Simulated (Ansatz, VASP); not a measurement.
# Two plane-wave programs on Ta

```
CELL_PARAMETERS angstrom
-1.62349 1.62349 1.62349
1.62349 -1.62349 1.62349
1.62349 1.62349 -1.62349
ATOMIC_POSITIONS crystal
Ta 0.00000 0.00000 0.00000
```

Alike in both runs: functional LDA; k mesh 8 × 8 × 8; occupations gaussian, width 0.1 eV; no spin polarisation.

Ansatz relaxed the structure, and its values are those at the end. VASP's run is a single point on that final structure, the one shown.

```csv
,VASP,Ansatz
version,VASP 6.6.1,Ansatz 0.2.0
potentials or method,"VASP PAW LDA potentials, release 64 (Ta_sv_GW), cutoff 500 eV","scalar-relativistic, plane waves, PAW"
valence electrons in the cell,13,13
```

```csv
,VASP,Ansatz,Ansatz less VASP
gap on the k mesh at the Fermi level (eV),none,none,-
pressure (GPa),-0.5,0.0,+0.55
```

Ansatz warns that its potentials were made for another functional, while VASP's fit it. LDA's correlation is that of Perdew and Zunger in VASP and of Perdew and Wang (1992) in Ansatz. A gap of «none» marks a metal or a gap that the smearing closes.

Spin-orbit coupling is off throughout.
